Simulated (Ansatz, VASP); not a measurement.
**W in VASP and in Ansatz**

```xyz
1
Lattice="-1.5786 1.6151 1.6151 1.6151 -1.5786 1.6151 1.6151 1.6151 -1.5786" Properties=species:S:1:pos:R:3 pbc="T T T"
W     0.0000    0.0000    0.0000
```

Change from the starting cell: equal engineering shear yz, xz and xy +0.0233, equal normal strain along x, y and z +0.0300.

Alike in both runs: task single point; functional LDA; k mesh 20 × 20 × 20; occupations gaussian, width 0.15 eV; no spin polarisation.

|  | VASP | Ansatz |
| --- | --- | --- |
| version | VASP 6.6.1 | Ansatz 0.2.0 |
| potentials or method | VASP PAW LDA potentials, release 64 (W_sv), cutoff 520 eV | scalar-relativistic, plane waves, PAW |
| valence electrons in the cell | 14 | 14 |

|  | VASP | Ansatz | Ansatz less VASP |
| --- | --- | --- | --- |
| gap on the k mesh at the Fermi level (eV) | none | none | - |
| pressure (GPa) | -23.2 | -24.5 | -1.31 |
| traceless stress, the component that is largest in VASP (GPa) | -2.46 | -2.42 | +0.045 |

Ansatz warns that its potentials were made for another functional, while VASP's fit it. LDA's correlation is that of Perdew and Zunger in VASP and of Perdew and Wang (1992) in Ansatz. A gap of «none» marks a metal or a gap that the smearing closes.

Neither program's run includes spin-orbit coupling.
